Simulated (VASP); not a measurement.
# SnSe (I4mm) in VASP: a series of runs

Runs on SnSe. Level: LDA. Tasks: single point.

Program: VASP 6.6.1. These are calculated values, not measurements. Logs are shortened: lines on timing, memory, paths and dates and some standing lists are left out, and cuts for length are marked.

### 1 The cell of the first run

The structure is tetragonal, space group I4mm (No. 107). The conventional cell has a = 4.257 Å, b = 4.257 Å, c = 6.020 Å, α = 90.00°, β = 90.00°, γ = 90.00°. Within 3.8 Å of Sn (site symmetry 4mm) lie 6 Se at 2.86 to 3.16 Å. Se (site symmetry 4mm) has 6 Sn at 2.86 to 3.16 Å within 3.8 Å.

### 2 Single point, LDA

The input, INCAR:

```
SYSTEM = SnSe
  PREC = Accurate
  ENCUT = 520
  EDIFF = 1E-7
  ISMEAR = 0
  SIGMA = 0.05
  LREAL = .False.
  LASPH = .True.
  NELM = 100
  ALGO = Normal
  ISIF = 2
  LWAVE = .False.
  LCHARG = .False.
  NBANDS = 17
```

The input, KPOINTS:

```
regular mesh
0
Gamma
  8 8 8
  0 0 0
```

The input, POSCAR:

```
SnSe
1.0
    0.0000000000      3.0100000000      3.0100000000
    3.0100000000      0.0000000000      3.0100000000
    3.0100000000      3.0100000000      0.0000000000
Sn Se
1 1
Direct
    0.0000000000      0.0000000000      0.0000000000
    0.5249169435      0.5249169435      0.4750830565
```

Potentials or basis: VASP PAW LDA potentials, release 64 (Sn_d, Se).

On the command line:

```bash
cat potpaw_LDA.64/Sn_d/POTCAR potpaw_LDA.64/Se/POTCAR > POTCAR
mpirun -np 1 vasp_std > vasp.out
```

OUTCAR:

```text
SYSTEM = SnSe
   PREC = Accurate
   ENCUT = 520
   EDIFF = 1E-7
   ISMEAR = 0
   LREAL = .False.
   LASPH = .True.
   NELM = 100
   ISIF = 2

 ion  position               nearest neighbor table
   1  0.000  0.000  0.000-   2 2.86   2 3.01   2 3.01   2 3.01   2 3.01   2 3.16
   2  0.525  0.525  0.475-   1 2.86   1 3.01   1 3.01   1 3.01   1 3.01   1 3.16

  LATTYP: Found a face centered cubic cell.
 ALAT       =     6.0200000000

  Lattice vectors:

 A1 = (   0.0000000000,   3.0100000000,   3.0100000000)
 A2 = (   3.0100000000,   0.0000000000,   3.0100000000)
 A3 = (   3.0100000000,   3.0100000000,   0.0000000000)

Analysis of symmetry for initial positions (statically):
=====================================================================
 Subroutine PRICEL returns:
 Original cell was already a primitive cell.

 Routine SETGRP: Setting up the symmetry group for a
 face centered cubic supercell.

 Subroutine GETGRP returns: Found  8 space group operations
 (whereof  8 operations were pure point group operations)
 out of a pool of 48 trial point group operations.

The static configuration has the point symmetry C_4v.

Analysis of symmetry for dynamics (positions and initial velocities):
=====================================================================
 Subroutine PRICEL returns:
 Original cell was already a primitive cell.

 Routine SETGRP: Setting up the symmetry group for a
 face centered cubic supercell.

 Subroutine GETGRP returns: Found  8 space group operations
 (whereof  8 operations were pure point group operations)
 out of a pool of 48 trial point group operations.

The dynamic configuration has the point symmetry C_4v.

 Subroutine INISYM returns: Found  8 space group operations
 (whereof  8 operations are pure point group operations),
 and found     1 'primitive' translations

----------------------------------------------------------------------------------------

                                     Primitive cell

  volume of cell :      54.5418

  direct lattice vectors                    reciprocal lattice vectors
     0.000000000  3.010000000  3.010000000    -0.166112957  0.166112957  0.166112957
     3.010000000  0.000000000  3.010000000     0.166112957 -0.166112957  0.166112957
     3.010000000  3.010000000  0.000000000     0.166112957  0.166112957 -0.166112957

  length of vectors
     4.256782823  4.256782823  4.256782823     0.287716081  0.287716081  0.287716081

  position of ions in fractional coordinates (direct lattice)
     0.000000000  0.000000000  0.000000000
     0.524916944  0.524916944  0.475083056
[... 72 lines left out ...]
   LNONCOLLINEAR =      F non collinear calculations
   LSORBIT =      F    spin-orbit coupling
   LASPH  =      T    aspherical Exc in radial PAW
   ENCUT  =  520.0 eV  38.22 Ry    6.18 a.u.   7.91  7.91  7.91*2*pi/ulx,y,z
   NELM   =    100;   NELMIN=  2; NELMDL= -5     # of ELM steps
   EDIFF  = 0.1E-06   stopping-criterion for ELM
   LREAL  =      F    real-space projection
   EDIFFG = 0.1E-05   stopping-criterion for IOM
   NSW    =      0    number of steps for IOM
   IBRION =     -1    ionic relax: 0-MD 1-quasi-New 2-CG
   NFREE  =      0    steps in history (QN), initial steepest desc. (CG)
   ISIF   =      2    stress and relaxation
   ISYM   =      2    0-nonsym 1-usesym 2-fastsym
   POTIM  = 0.5000    time-step for ionic-motion
   TEBEG  =    0.0;   TEEND  =   0.0 temperature during run
   PSTRESS=    0.0 pullay stress
   NELECT =      20.0000    total number of electrons
   NUPDOWN=      -1.0000    fix difference up-down
   EMIN   =  10.00;   EMAX   =-10.00  energy-range for DOS
   EFERMI =   0.00;   METHOD = LEGACY
   ISMEAR =     0;   SIGMA  =   0.05  broadening in eV -4-tet -1-fermi 0-gaus
   EFERMI_NEDOS =   21; number of points for ismear=-14 and -15
   IALGO  =     38    algorithm
   IMIX   =      4    mixing-type and parameters
     AMIX     =   0.40;   BMIX     =  1.00
     AMIX_MAG =   1.60;   BMIX_MAG =  1.00
  volume/ion in A,a.u.               =      27.27       184.03
  Fermi-wavevector in a.u.,A,eV,Ry     =   1.171768  2.214321 18.681350  1.373040
  Thomas-Fermi vector in A             =   2.308207
   LORBIT       =      0    0 simple, 1 ext, 2 COOP (PROOUT), +10 PAW based schemes
   GGA     = CA    functional components
   LHFCALC =     F    Hartree Fock is set to
   AEXX    =    0.0000 exact exchange contribution
   IVDW    =     0    specifies the selected vdW correction
   LEPSILON=     F    determine dielectric tensor
   LRPA    =     F    only Hartree local field effects (RPA)
 non-spin polarized calculation
 Gauss-broadening in eV      SIGMA  =   0.05
  energy-cutoff  :      520.00
  volume of cell :       54.54
 maximum number of plane-waves:      1480
   NGX = 15   NGY = 15   NGZ = 15

 number of electron      20.0000004 magnetization

 Free energy of the ion-electron system (eV)
  ---------------------------------------------------
  ext. energy  EPLUGINS =         0.00000000
  ---------------------------------------------------
  free energy    TOTEN  =        -9.47560814 eV

  energy without entropy =       -9.47560814  energy(sigma->0) =       -9.47560814

 E-fermi :   5.4964     XC(G=0):  -9.8780

 val. band max:        5.2798602575   @ k =   0.5000   0.0000   0.0000
 cond. band min:       6.0078680566   @ k =   0.5000   0.0000   0.0000
 fundamental gap:      0.7280077991
 Fermi energy:         5.4963889660

 k-point     1 :       0.0000    0.0000    0.0000
  band No.  band energies     occupation
      1     -16.0567      2.00000
      2     -16.0549      2.00000
      3     -16.0539      2.00000
      4     -16.0507      2.00000
      5     -16.0507      2.00000
      6      -8.4723      2.00000
[... 457 lines left out ...]
      4     -16.0387      2.00000
      5     -16.0359      2.00000
      6      -7.4030      2.00000
[... 9 lines left out ...]
     16      16.0851      0.00000
     17      16.7981      0.00000

 [... further k-points ...]
[... 5 lines left out ...]
  --------------------------------------------------------------------------------------
  -------------------------------------------------------------------------------------
  Total       -1.0731281     -1.0731281     -0.8671425      0.0000000     -0.0000000      0.0000000
  in kB      -31.5233717    -31.5233717    -25.4725005      0.0000000     -0.0000000      0.0000000
  external PRESSURE =     -29.5064146 kB  Pullay stress =       0.0000000 kB

 VOLUME and BASIS-vectors are now :
 -----------------------------------------------------------------------------
  energy-cutoff  :      520.00
  volume of cell :       54.54
      direct lattice vectors                 reciprocal lattice vectors
     0.000000000  3.010000000  3.010000000    -0.166112957  0.166112957  0.166112957
     3.010000000  0.000000000  3.010000000     0.166112957 -0.166112957  0.166112957
     3.010000000  3.010000000  0.000000000     0.166112957  0.166112957 -0.166112957

 POSITION                                       TOTAL-FORCE (eV/Angst)
 -----------------------------------------------------------------------------------
      0.00000      0.00000      0.00000         0.000000      0.000000      0.014708
      3.01000      3.01000      3.16000         0.000000      0.000000     -0.014708
 -----------------------------------------------------------------------------------
    total drift:                               -0.000000     -0.000000      0.000008

  FREE ENERGIE OF THE ION-ELECTRON SYSTEM (eV)
  ---------------------------------------------------
  free  energy   TOTEN  =        -9.4756081425 eV

  energy  without entropy=       -9.4756081425  energy(sigma->0) =       -9.47560814
```

Wall time 51 s (1 thread of Intel Xeon 8259CL, shared host); peak memory 0.19 GiB.

What came out:

- Free energy: -9.4756 eV
- Pressure: -3.0 GPa
- Largest force: 0.015 eV/Å
- Band gap on the k mesh: 0.73 eV, direct

Forces on the atoms (eV/Å):
```
Sn   0.000  0.000  0.015
Se   0.000  0.000 -0.015
```

Caveat: the cell differs from its parent crystal (all Se atoms moved -0.150 Å, as atom 2 towards its neighbour atom 1 (Sn) at 3.010 Å); spin-orbit coupling is left out, which moves the levels of the heavy elements.

### 3 Single point, LDA

The input, INCAR:

```
PREC = Accurate
ENCUT = 520
EDIFF = 1E-6
ISMEAR = 0
SIGMA = 0.05
LREAL = F
LASPH = T
NELM = 100
ALGO = Normal
ISIF = 2
LWAVE = F
LCHARG = T
LELF = T
LVHAR = T
NBANDS = 17
```

The input, KPOINTS:

```
Automatic mesh
0
Gamma
  8 8 8
```

Changes to POSCAR since step 2:

```diff
@@ -9,2 +9,2 @@
     0.0000000000      0.0000000000      0.0000000000
-    0.5249169435      0.5249169435      0.4750830565
+    0.4563953488      0.4563953488      0.5436046512
```

Potentials or basis: VASP PAW LDA potentials, release 64 (Sn_d, Se).

On the command line:

```bash
cat potpaw_LDA.64/Sn_d/POTCAR potpaw_LDA.64/Se/POTCAR > POTCAR
mpirun -np 1 vasp_std > vasp.out
```

Wall time 44 s (1 thread of Intel Xeon 8259CL, shared host); peak memory 0.19 GiB.

It converged, with:

```
Free energy            : -9.4659 eV
Pressure               : -2.2 GPa
Largest force          : 0.191 eV/Å
Band gap on the k mesh : 0.88 eV, indirect (least direct gap 0.90 eV)
```

Forces in eV/Å, atoms in the order of the input:
```
Sn   0.000  0.000 -0.191
Se   0.000  0.000  0.191
```

Stress tensor (GPa, compression positive):
```
-2.87  0.00  0.00
 0.00 -2.87  0.00
 0.00  0.00 -0.84
```

Levels at points of the mesh, in eV from the valence-band top:
| k point | band 8 | band 9 | band 10 | band 11 | band 12 | band 13 |
| --- | --- | --- | --- | --- | --- | --- |
| (0.00, 0.00, 0.00) | -2.10 | -1.89 | -1.89 | 4.01 | 4.01 | 4.61 |
| (0.50, 0.00, 0.00) | -1.95 | -1.72 | 0.00 | 0.92 | 1.48 | 1.80 |
| (0.50, 0.50, 0.00) | -4.56 | -3.41 | -3.41 | 3.22 | 5.52 | 5.52 |
| (0.00, 0.50, 0.50) | -5.25 | -3.36 | -3.33 | 2.75 | 5.72 | 5.92 |

Caveat: the cell differs from its parent crystal (all Se atoms moved +0.263 Å, as atom 2 towards its neighbour atom 1 (Sn) at 3.010 Å); spin-orbit coupling is left out, which moves the levels of the heavy elements. A k mesh can miss the band edges.

### 4 Single point, LDA

The input, INCAR:

```
ALGO = Normal
EDIFF = 1E-7
ENCUT = 520
ISIF = 2
ISMEAR = 0
LASPH = T
LCHARG = F
LREAL = F
LWAVE = F
NBANDS = 17
NELM = 60
PREC = Accurate
SIGMA = 0.05
```

The input, KPOINTS:

```
k-points
0
Gamma
  8 8 8
```

Changes to POSCAR since step 3:

```diff
@@ -9,2 +9,2 @@
     0.0000000000      0.0000000000      0.0000000000
-    0.4563953488      0.4563953488      0.5436046512
+    0.4688538206      0.4688538206      0.5311461794
```

Potentials or basis: VASP PAW LDA potentials, release 64 (Sn_d, Se).

On the command line:

```bash
cat potpaw_LDA.64/Sn_d/POTCAR potpaw_LDA.64/Se/POTCAR > POTCAR
mpirun -np 1 vasp_std > vasp.out
```

OUTCAR:

```text
EDIFF = 1E-7
   ENCUT = 520
   ISIF = 2
   ISMEAR = 0
   LASPH = T
   LREAL = F
   NELM = 60
   PREC = Accurate

 ion  position               nearest neighbor table
   1  0.000  0.000  0.000-   2 2.82   2 3.02   2 3.02   2 3.02   2 3.02   2 3.20
   2  0.469  0.469  0.531-   1 2.82   1 3.02   1 3.02   1 3.02   1 3.02   1 3.20

  LATTYP: Found a face centered cubic cell.
 ALAT       =     6.0200000000

  Lattice vectors:

 A1 = (   0.0000000000,   3.0100000000,   3.0100000000)
 A2 = (   3.0100000000,   0.0000000000,   3.0100000000)
 A3 = (   3.0100000000,   3.0100000000,   0.0000000000)

Analysis of symmetry for initial positions (statically):
=====================================================================
 Subroutine PRICEL returns:
 Original cell was already a primitive cell.

 Routine SETGRP: Setting up the symmetry group for a
 face centered cubic supercell.

 Subroutine GETGRP returns: Found  8 space group operations
 (whereof  8 operations were pure point group operations)
 out of a pool of 48 trial point group operations.

The static configuration has the point symmetry C_4v.

[... 154 lines left out ...]
  ext. energy  EPLUGINS =         0.00000000
  ---------------------------------------------------
  free energy    TOTEN  =        -9.47441403 eV

  energy without entropy =       -9.47441403  energy(sigma->0) =       -9.47441403

 E-fermi :   5.5072     XC(G=0):  -9.8756

 val. band max:        5.2541625960   @ k =   0.5000   0.0000   0.0000
 cond. band min:       6.0375617395   @ k =   0.5000   0.0000   0.0000
 fundamental gap:      0.7833991435
 Fermi energy:         5.5072467807

 k-point     1 :       0.0000    0.0000    0.0000
  band No.  band energies     occupation
      1     -16.0490      2.00000
      2     -16.0474      2.00000
      3     -16.0451      2.00000
      4     -16.0409      2.00000
      5     -16.0409      2.00000
      6      -8.4873      2.00000
[... 457 lines left out ...]
      4     -16.0289      2.00000
      5     -16.0261      2.00000
      6      -7.4157      2.00000
[... 9 lines left out ...]
     16      16.0732      0.00000
     17      16.7937      0.00000

 [... further k-points ...]
[... 5 lines left out ...]
  --------------------------------------------------------------------------------------
  -------------------------------------------------------------------------------------
  Total       -1.0482092     -1.0482092     -0.7170860      0.0000000      0.0000000      0.0000000
  in kB      -30.7913743    -30.7913743    -21.0645582      0.0000000      0.0000000      0.0000000
  external PRESSURE =     -27.5491022 kB  Pullay stress =       0.0000000 kB

 VOLUME and BASIS-vectors are now :
 -----------------------------------------------------------------------------
  energy-cutoff  :      520.00
  volume of cell :       54.54
      direct lattice vectors                 reciprocal lattice vectors
     0.000000000  3.010000000  3.010000000    -0.166112957  0.166112957  0.166112957
     3.010000000  0.000000000  3.010000000     0.166112957 -0.166112957  0.166112957
     3.010000000  3.010000000  0.000000000     0.166112957  0.166112957 -0.166112957

 POSITION                                       TOTAL-FORCE (eV/Angst)
 -----------------------------------------------------------------------------------
      0.00000      0.00000      0.00000         0.000000      0.000000     -0.052033
      3.01000      3.01000      2.82250         0.000000      0.000000      0.052033
 -----------------------------------------------------------------------------------
    total drift:                                0.000000      0.000000      0.000137

  FREE ENERGIE OF THE ION-ELECTRON SYSTEM (eV)
  ---------------------------------------------------
  free  energy   TOTEN  =        -9.4744140319 eV

  energy  without entropy=       -9.4744140319  energy(sigma->0) =       -9.47441403
```

OSZICAR:

```text
N       E                     dE             d eps       ncg     rms          rms(c)
DAV:   1     0.132640063079E+03    0.13264E+03   -0.98472E+03  2042   0.143E+03
DAV:   2     0.317479651601E+01   -0.12947E+03   -0.12524E+03  2206   0.348E+02
DAV:   3    -0.932415473662E+01   -0.12499E+02   -0.12413E+02  2425   0.945E+01
DAV:   4    -0.965200412958E+01   -0.32785E+00   -0.32743E+00  2464   0.162E+01
DAV:   5    -0.966160474309E+01   -0.96006E-02   -0.96001E-02  2867   0.273E+00    0.321E+00
DAV:   6    -0.948253131905E+01    0.17907E+00   -0.44741E-01  2971   0.393E+00    0.194E+00
DAV:   7    -0.947608541564E+01    0.64459E-02   -0.63055E-02  2364   0.115E+00    0.922E-01
DAV:   8    -0.947457115553E+01    0.15143E-02   -0.62282E-03  2472   0.642E-01    0.746E-02
DAV:   9    -0.947440806580E+01    0.16309E-03   -0.11120E-03  2853   0.242E-01    0.427E-02
DAV:  10    -0.947441352048E+01   -0.54547E-05   -0.91523E-05  2371   0.549E-02    0.893E-03
DAV:  11    -0.947441411589E+01   -0.59540E-06   -0.51976E-06  2665   0.160E-02    0.385E-03
DAV:  12    -0.947441403191E+01    0.83981E-07   -0.62959E-07  2682   0.849E-03
   1 F= -.94744140E+01 E0= -.94744140E+01  d E =-.164544E-14
```

Run time: 48 s. Hardware: 1 thread of Intel Xeon 8259CL, shared host; peak memory 0.19 GiB.

Results:

- Free energy: -9.4744 eV
- Pressure: -2.8 GPa
- Largest force: 0.052 eV/Å
- Band gap on the k mesh: 0.78 eV, direct

Forces on the atoms (eV/Å):
```
Sn   0.000  0.000 -0.052
Se   0.000  0.000  0.052
```

Caveat: the cell differs from its parent crystal (all Se atoms moved +0.188 Å, as atom 2 towards its neighbour atom 1 (Sn) at 3.010 Å); spin-orbit coupling is left out, which moves the levels of the heavy elements. A k mesh can miss the band edges.
